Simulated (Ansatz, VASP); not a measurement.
ScGaSe: VASP beside Ansatz

The input INCAR:

```
SYSTEM = ScGaSe
  PREC = Accurate
  ENCUT = 600
  EDIFF = 1E-6
  ISMEAR = 0
  SIGMA = 0.1
  LREAL = .FALSE.
  LASPH = .TRUE.
  NELM = 60
  ALGO = Normal
  ISIF = 3
  LWAVE = .FALSE.
  LCHARG = .FALSE.
  GGA = PE
  IBRION = 2
  NSW = 100
  EDIFFG = -0.01
```

KPOINTS

```
regular mesh
0
G
  12 12 14
  0 0 0
```

The input POSCAR:

```
ScGaSe
1.0
    4.5732647930     -0.0000000031      0.0000000000
   -2.2866323938      3.9605634905      0.0000000000
    0.0000000000      0.0000000000      3.3854216959
Sc Ga Se
1 1 1
Direct
    0.6666666667      0.3333333333      0.0000000000
    0.0000000000      0.0000000000      0.5000000000
    0.3333333333      0.6666666667      0.5000000000
```

Input for Ansatz:

```yaml
crystal:
  lattice:
    - [4.573264793, -3.1e-09, 0.0]
    - [-2.2866323938, 3.9605634905, 0.0]
    - [0.0, 0.0, 3.3854216959]
  atoms:
    - { symbol: Sc, position: [0.6666666667, 0.3333333333, 0.0] }
    - { symbol: Ga, position: [0.0, 0.0, 0.5] }
    - { symbol: Se, position: [0.3333333333, 0.6666666667, 0.5] }
basis:
  ecutwfc: 420
kpoints:
  mp_grid: { grid: [12, 12, 14] }
hamiltonian:
  xc: pbe
scf:
  occupations: { method: gaussian, width: 0.1 }
output:
  forces: true
  stress: true
  eigenvalues: true
relax:
  adjacent_minimum: "off"
  f_tol: 0.01
  max_steps: 80
  cell: { stress_tol: 0.05 }
```

Change from the starting cell: species swapped into the CaGaSi type (P-6m2, No. 187).

Alike in both runs: task relaxation of cell and atoms; functional PBE; k mesh 12 × 12 × 14; occupations gaussian, width 0.1 eV; no spin polarisation.

```csv
,VASP,Ansatz
version,VASP 6.6.1,Ansatz 0.2.0
potentials or method,"VASP PAW PBE potentials, release 64 (Sc_sv, Ga_d, Se), cutoff 600 eV","scalar-relativistic, plane waves, PAW"
valence electrons in the cell,30,40
```

Ansatz gave:

```
gap on the k mesh at the Fermi level, each at its own relaxed structure (eV) : none
relaxed volume (Å³/atom)                                                     : 20.45
relaxed cell length with the largest relative difference (Å)                 : 3.397
```

Problem. Which values does VASP return?

Solution. gap on the k mesh at the Fermi level, each at its own relaxed structure (eV): none; relaxed volume (Å³/atom): 20.49; relaxed cell length with the largest relative difference (Å): 3.400.

A gap of «none» marks a metal or a gap that the smearing closes. VASP's potentials hold 30 valence electrons a cell and Ansatz's 40, so a difference there can come from the potentials and not from the codes.
